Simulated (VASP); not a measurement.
# S (Fmmm) in VASP: relaxation of cell and atoms with PBE

Aim: the relaxation of cell and atoms of S with PBE.

Everything below comes from runs of VASP 6.6.1. Logs are shortened: lines on timing, memory, paths and dates and some standing lists are left out, and cuts for length are marked.

## (1) The cell of the first run

It takes space group Fmmm (No. 69, orthorhombic). The conventional cell has a = 2.101 Å, b = 8.262 Å, c = 8.303 Å, α = 90.00°, β = 90.00°, γ = 90.00°. Within 2.8 Å of S (site symmetry mmm) lie 2 S at 2.10 Å.

The cell was built from a structure type or drawn by symmetry, and may not be a known phase.

## (2) Relaxation of cell and atoms, PBE

File INCAR:

```
PREC = Accurate ; ENCUT = 600
EDIFF = 1E-6 ; ISMEAR = 0
SIGMA = 0.1 ; LREAL = F
LASPH = T ; NELM = 80
ALGO = Normal ; ISIF = 3
LWAVE = F ; LCHARG = F
GGA = PE ; IBRION = 2
NSW = 100 ; EDIFFG = -0.01
KPAR = 4
```

File KPOINTS:

```
regular mesh
0
Gamma
  28 28 28
```

File POSCAR:

```
S
1.0
    0.0000000000      4.1513476063      4.1310047815
    1.0506793198      0.0000000000      4.1310047815
    1.0506793198      4.1513476063      0.0000000000
S
1
Direct
    0.5000000000      0.5000000000      0.5000000000
```

Potentials or basis: VASP PAW PBE potentials, release 64 (S).

Launch:

```sh
$ cat potpaw_PBE.64/S/POTCAR > POTCAR
$ mpirun -np 4 vasp_std > vasp.out
```

OUTCAR:

```text
PREC = Accurate
   ENCUT = 600
   EDIFF = 1E-6
   ISMEAR = 0
   LREAL = F
   LASPH = T
   NELM = 80
   ISIF = 3
   GGA = PE
   IBRION = 2
   NSW = 100
   EDIFFG = -0.01

 ion  position               nearest neighbor table
   1  0.500  0.500  0.500-

  LATTYP: Found a face centered orthorhombic cell.
 ALAT       =     2.1013586396
 B/A-ratio  =     3.9317465412
 C/A-ratio  =     3.9511081336

  Lattice vectors:

 A1 = (   0.0000000000,   4.1513476063,   4.1310047815)
 A2 = (  -1.0506793198,   4.1513476063,   0.0000000000)
 A3 = (  -1.0506793198,   0.0000000000,   4.1310047815)

Analysis of symmetry for initial positions (statically):
=====================================================================
 Subroutine PRICEL returns:
 Original cell was already a primitive cell.

 Routine SETGRP: Setting up the symmetry group for a
 face centered orthorhombic supercell.

 Subroutine GETGRP returns: Found  8 space group operations
 (whereof  8 operations were pure point group operations)
 out of a pool of  8 trial point group operations.

The static configuration has the point symmetry D_2h.

Analysis of symmetry for dynamics (positions and initial velocities):
=====================================================================
 Subroutine PRICEL returns:
 Original cell was already a primitive cell.

 Routine SETGRP: Setting up the symmetry group for a
 face centered orthorhombic supercell.

 Subroutine GETGRP returns: Found  8 space group operations
 (whereof  8 operations were pure point group operations)
 out of a pool of  8 trial point group operations.

The dynamic configuration has the point symmetry D_2h.

 Subroutine INISYM returns: Found  8 space group operations
 (whereof  8 operations are pure point group operations),
 and found     1 'primitive' translations

----------------------------------------------------------------------------------------

                                     Primitive cell

  volume of cell :      36.0367

  direct lattice vectors                    reciprocal lattice vectors
     0.000000000  4.151347606  4.131004781    -0.475882594  0.120442817  0.121035929
     1.050679320  0.000000000  4.131004781     0.475882594 -0.120442817  0.121035929
     1.050679320  4.151347606  0.000000000     0.475882594  0.120442817 -0.121035929

  length of vectors
     5.856525203  4.262525957  4.282244036     0.505589172  0.505589172  0.505589172

  position of ions in fractional coordinates (direct lattice)
     0.500000000  0.500000000  0.500000000

  ion indices of the primitive-cell ions
   primitive index   ion index
                 1           1

----------------------------------------------------------------------------------------

 KPOINTS: regular mesh

Automatic generation of k-mesh.
 Grid dimensions read from file:
 generate k-points for:   28   28   28

 Generating k-lattice:

  Cartesian coordinates                     Fractional coordinates (reciprocal lattice)
    -0.016995807  0.004301529  0.004322712     0.035714286  0.000000000 -0.000000000
     0.016995807 -0.004301529  0.004322712     0.000000000  0.035714286  0.000000000
     0.016995807  0.004301529 -0.004322712    -0.000000000  0.000000000  0.035714286

  Length of vectors
     0.018056756  0.018056756  0.018056756

  Shift w.r.t. Gamma in fractional coordinates (k-lattice)
     0.000000000  0.000000000  0.000000000

 Subroutine IBZKPT returns following result:
 ===========================================

 Found   3060 irreducible k-points:

 Following reciprocal coordinates:
            Coordinates               Weight
  0.000000  0.000000  0.000000      1.000000
  0.035714 -0.000000 -0.000000      8.000000
  0.071429 -0.000000 -0.000000      8.000000
  0.107143 -0.000000 -0.000000      8.000000
  0.142857 -0.000000 -0.000000      8.000000
  0.178571 -0.000000 -0.000000      8.000000
[... 16 lines left out ...]
  0.285714  0.035714 -0.000000      8.000000
  0.321429  0.035714  0.000000      8.000000
 [... further k-points ...]
   k-points           NKPTS =   3060   k-points in BZ     NKDIM =   3060   number of bands    NBANDS=      7
   number of dos      NEDOS =    301   number of ions     NIONS =      1
   total plane-waves  NPLWV =  62208
   dimension x,y,z NGX =    48 NGY =   36 NGZ =   36
   dimension x,y,z NGXF=    96 NGYF=   72 NGZF=   72
   ions per type =               1
   NGX,Y,Z   is equivalent  to a cutoff of  13.63, 14.04, 13.98 a.u.
   NGXF,Y,Z  is equivalent  to a cutoff of  27.25, 28.08, 27.95 a.u.
 SYSTEM =  unknown system
   PREC   = accura    normal or accurate (medium, high low for compatibility)
   ISTART =      0    job   : 0-new  1-cont  2-samecut
   ICHARG =      2    charge: 1-file 2-atom 10-const
   ISPIN  =      1    spin polarized calculation?
   LNONCOLLINEAR =      F non collinear calculations
   LSORBIT =      F    spin-orbit coupling
   LASPH  =      T    aspherical Exc in radial PAW
   ENCUT  =  600.0 eV  44.10 Ry    6.64 a.u.  11.70  8.51  8.55*2*pi/ulx,y,z
   NELM   =     80;   NELMIN=  2; NELMDL= -5     # of ELM steps
   EDIFF  = 0.1E-05   stopping-criterion for ELM
   LREAL  =      F    real-space projection
   EDIFFG = -.1E-01   stopping-criterion for IOM
   NSW    =    100    number of steps for IOM
   IBRION =      2    ionic relax: 0-MD 1-quasi-New 2-CG
   NFREE  =      1    steps in history (QN), initial steepest desc. (CG)
   ISIF   =      3    stress and relaxation
   ISYM   =      2    0-nonsym 1-usesym 2-fastsym
   POTIM  = 0.5000    time-step for ionic-motion
   TEBEG  =    0.0;   TEEND  =   0.0 temperature during run
   PSTRESS=    0.0 pullay stress
   NELECT =       6.0000    total number of electrons
   NUPDOWN=      -1.0000    fix difference up-down
   EMIN   =  10.00;   EMAX   =-10.00  energy-range for DOS
   EFERMI =   0.00;   METHOD = LEGACY
   ISMEAR =     0;   SIGMA  =   0.10  broadening in eV -4-tet -1-fermi 0-gaus
   EFERMI_NEDOS =   21; number of points for ismear=-14 and -15
   IALGO  =     38    algorithm
   IMIX   =      4    mixing-type and parameters
     AMIX     =   0.40;   BMIX     =  1.00
     AMIX_MAG =   1.60;   BMIX_MAG =  1.00
  volume/ion in A,a.u.               =      36.04       243.19
  Fermi-wavevector in a.u.,A,eV,Ry     =   0.900624  1.701933 11.036010  0.811124
  Thomas-Fermi vector in A             =   2.023605
   LORBIT       =      0    0 simple, 1 ext, 2 COOP (PROOUT), +10 PAW based schemes
   GGA     = PE    functional components
   LHFCALC =     F    Hartree Fock is set to
   AEXX    =    0.0000 exact exchange contribution
   IVDW    =     0    specifies the selected vdW correction
   LEPSILON=     F    determine dielectric tensor
   LRPA    =     F    only Hartree local field effects (RPA)
 conjugate gradient relaxation of ions
 non-spin polarized calculation
 Gauss-broadening in eV      SIGMA  =   0.10
  energy-cutoff  :      600.00
  volume of cell :       36.04
 maximum number of plane-waves:      1249
   NGX = 23   NGY = 17   NGZ = 17

--------------------------------------- Ionic step        1  -------------------------------------------

 number of electron       6.0000000 magnetization

 Free energy of the ion-electron system (eV)
  ---------------------------------------------------
  ext. energy  EPLUGINS =         0.00000000
  ---------------------------------------------------
  free energy    TOTEN  =        -3.45973358 eV

  energy without entropy =       -3.45667871  energy(sigma->0) =       -3.45820614

------------------------ aborting loop because EDIFF is reached ----------------------------------------

  FORCE on cell =-STRESS in cart. coord.  units (eV):
  Direction    XX          YY          ZZ          XY          YZ          ZX
  --------------------------------------------------------------------------------------
  -------------------------------------------------------------------------------------
  Total       -0.0598948      0.0268974      0.0281294      0.0000000      0.0000000     -0.0000000
  in kB       -2.6628996      1.1958476      1.2506241      0.0000000      0.0000000     -0.0000000
  external PRESSURE =      -0.0721426 kB  Pullay stress =       0.0000000 kB
[... 86 lines left out ...]
  FREE ENERGIE OF THE ION-ELECTRON SYSTEM (eV)
  ---------------------------------------------------
  free  energy   TOTEN  =        -3.4597817591 eV

  energy  without entropy=       -3.4567581470  energy(sigma->0) =       -3.45826995

[... ionic steps 4 to 12 ...]

--------------------------------------- Ionic step       13  -------------------------------------------

 number of electron       6.0000000 magnetization

------------------------ aborting loop because EDIFF is reached ----------------------------------------

  FORCE on cell =-STRESS in cart. coord.  units (eV):
  Direction    XX          YY          ZZ          XY          YZ          ZX
  --------------------------------------------------------------------------------------
  -------------------------------------------------------------------------------------
  Total       -0.0135756     -0.0045102     -0.0038539      0.0000000      0.0000000      0.0000000
  in kB       -0.5519310     -0.1833676     -0.1566832      0.0000000      0.0000000      0.0000000
  external PRESSURE =      -0.2973272 kB  Pullay stress =       0.0000000 kB
[... 55 lines left out ...]
  energy  without entropy=       -3.4578159669  energy(sigma->0) =       -3.45922310

--------------------------------------- Ionic step       15  -------------------------------------------

 number of electron       6.0000000 magnetization

 Free energy of the ion-electron system (eV)
  ---------------------------------------------------
  ext. energy  EPLUGINS =         0.00000000
  ---------------------------------------------------
  free energy    TOTEN  =        -3.46063816 eV

  energy without entropy =       -3.45783081  energy(sigma->0) =       -3.45923449

 E-fermi :  -0.5225     XC(G=0):  -6.3581

 val. band max:       -0.5232200154   @ k =   0.2143  -0.3214   0.1429
 cond. band min:      -0.5219176095   @ k =  -0.1071   0.2857   0.2143
 fundamental gap:      0.0013024059
 Fermi energy:        -0.5225269671

 k-point     1 :       0.0000    0.0000    0.0000
  band No.  band energies     occupation
      1     -16.1666      2.00000
      2      -4.0959      2.00000
      3      -4.0891      2.00000
      4       2.9734      0.00000
      5       5.7840      0.00000
      6       9.6112      0.00000
      7      10.2284      0.00000
[... 221 lines left out ...]
 k-point    24 :       0.3214    0.0357    0.0000
  band No.  band energies     occupation
      1     -13.6156      2.00000
      2      -2.0360      2.00000
      3      -1.9649      2.00000
      4      -1.1127      2.00000
      5       6.7947      0.00000
      6       8.9220      0.00000
      7      10.6994      0.00000

 [... further k-points ...]

------------------------ aborting loop because EDIFF is reached ----------------------------------------

  FORCE on cell =-STRESS in cart. coord.  units (eV):
  Direction    XX          YY          ZZ          XY          YZ          ZX
  --------------------------------------------------------------------------------------
  -------------------------------------------------------------------------------------
  Total       -0.0054967     -0.0079340     -0.0074072      0.0000000      0.0000000      0.0000000
  in kB       -0.2239245     -0.3232167     -0.3017530      0.0000000      0.0000000      0.0000000
  external PRESSURE =      -0.2829647 kB  Pullay stress =       0.0000000 kB
[... 16 lines left out ...]
  FREE ENERGIE OF THE ION-ELECTRON SYSTEM (eV)
  ---------------------------------------------------
  free  energy   TOTEN  =        -3.4606381628 eV

  energy  without entropy=       -3.4578308133  energy(sigma->0) =       -3.45923449

 reached required accuracy - stopping structural energy minimisation
```

Wall time 45 min (4 MPI ranks of Intel Xeon Platinum 8488C (Sapphire Rapids), shared host); peak memory 0.99 GiB.

What came out:

```yaml
Free_energy: -3.4606 eV
Relaxed_volume: 39.33 Å³/atom
Relaxed_cell: a = 6.120 Å, b = 4.448 Å, c = 4.458 Å, α = 86.81°, β = 46.53°, γ = 46.66°
Space_group_after_relaxing_to_0.1_Å: I4/mmm (No. 139)
Energy_gained_by_relaxing: 0.9 meV/atom
Ionic_steps: 15
Pressure_after_relaxing: 0.0 GPa
Band_gap_on_the_k_mesh: zero (bands 3 and 4 overlap by 2.52 eV)
```

The path:
```
step  energy change (eV)  largest force (eV/Å)  pressure (GPa)  volume (Å³)
   1              0.0000                0.0000           -0.01        36.04
   2              0.0001                0.0000            0.28        36.03
   3              0.0000                0.0000            0.10        36.03
   4             -0.0001                0.0000            0.09        36.14
   5             -0.0003                0.0000            0.04        36.45
   6             -0.0005                0.0000           -0.04        37.08
   7             -0.0007                0.0000           -0.23        38.35
   8             -0.0007                0.0000           -0.23        38.37
   9             -0.0007                0.0000           -0.22        38.44
  10             -0.0008                0.0000           -0.19        38.57
  11             -0.0009                0.0000           -0.13        38.84
  12             -0.0009                0.0000           -0.03        39.38
  13             -0.0009                0.0000           -0.03        39.41
  14             -0.0009                0.0000           -0.03        39.39
  15             -0.0009                0.0000           -0.03        39.33
```

Final structure:
```
S
1.0
     0.00000    4.33286    4.32258
     1.04994    0.00000    4.32258
     1.04994    4.33286    0.00000
S
1
Direct
  0.50000 0.50000 0.50000
```

Levels at points of the mesh, in eV from the Fermi level:
| k point | band 1 | band 2 | band 3 | band 4 | band 5 | band 6 | band 7 |
| --- | --- | --- | --- | --- | --- | --- | --- |
| (0.00, 0.00, 0.00) | -15.64 | -3.57 | -3.57 | 3.50 | 6.31 | 10.13 | 10.75 |
| (0.50, 0.00, 0.00) | -8.22 | -7.78 | 1.25 | 1.27 | 7.26 | 7.36 | 13.41 |
| (0.50, 0.50, 0.00) | -15.59 | -4.28 | -3.50 | 5.34 | 7.16 | 8.19 | 10.74 |
| (0.50, 0.00, 0.50) | -15.60 | -4.28 | -3.50 | 5.34 | 7.15 | 8.22 | 10.74 |
| (0.00, 0.50, 0.50) | -15.55 | -4.15 | -4.15 | 5.04 | 9.99 | 10.00 | 10.01 |
